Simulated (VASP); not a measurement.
**BN: single point with PBE**

The system is BN.

```
B N
1.0
     2.55458    0.00000    0.00000
    -1.27729    2.21233    0.00000
     0.00000    0.00000    8.44903
B N
4 4
Direct
  0.66017 0.33333 0.49990
  0.67317 0.33333 0.99990
  0.30562 0.66667 0.24990
  0.36105 0.66667 0.74990
  0.63731 0.33333 0.31260
  0.69603 0.33333 0.81260
  0.33333 0.66667 0.06260
  0.33333 0.66667 0.56260
```

This cell differs from its parent crystal: atoms displaced along a vibrational mode.

| Quantity | Value |
| --- | --- |
| Program | VASP 6.6.1 |
| Task | single point |
| Functional | PBE |
| Potentials or basis | VASP PAW PBE potentials, release 64 (B, N) |
| Cutoff | 520 eV |
| k mesh | 12 × 12 × 4 |
| Occupations | gaussian, width 0.05 eV |
| Spin | no spin polarisation |

```yaml
Pressure: 0.2 GPa
Largest_force: 0.447 eV/Å
Band_gap_on_the_k_mesh: 5.20 eV
```

Forces in eV/Å, atoms in the order of the input:
```
B    0.079 -0.014 -0.008
B   -0.079 -0.014 -0.008
B    0.323  0.007  0.001
B   -0.323  0.007  0.001
N    0.447 -0.013 -0.003
N   -0.447 -0.013 -0.003
N    0.003  0.021  0.010
N   -0.003  0.021  0.010
```

Stress tensor (GPa, compression positive):
```
-0.02  0.00  0.00
 0.00  0.34  0.12
 0.00  0.12  0.42
```

Levels at points of the mesh, in eV from the valence-band top:
```tsv
k point	band 12	band 13	band 14	band 15	band 16	band 17	band 18	band 19	band 20	band 21
(0.00, 0.00, 0.00)	-1.17	-1.16	-0.24	-0.01	0.00	8.28	8.32	8.53	9.37	9.39
(0.50, 0.00, 0.00)	-3.73	-3.73	-3.52	-3.47	-2.10	6.47	6.55	6.68	7.96	9.91
(0.00, 0.50, 0.00)	-3.73	-3.71	-3.54	-3.53	-2.10	6.53	6.55	6.69	7.94	9.91
(0.00, 0.00, 0.50)	-1.76	-0.46	-0.46	-0.30	-0.30	8.65	8.65	8.81	8.81	9.17
(0.50, 0.00, 0.50)	-4.58	-3.68	-3.23	-2.67	-2.61	6.47	6.77	6.86	7.08	10.71
(0.00, 0.50, 0.50)	-4.60	-3.47	-3.47	-2.64	-2.64	6.78	6.78	6.83	6.83	10.81
```

It took 3.9 min on 1 thread of Intel Xeon 8259CL, on a shared host, peak memory 0.27 GiB.

Caveat: the cell differs from its parent crystal (atoms displaced along a vibrational mode). A k mesh can miss the band edges.
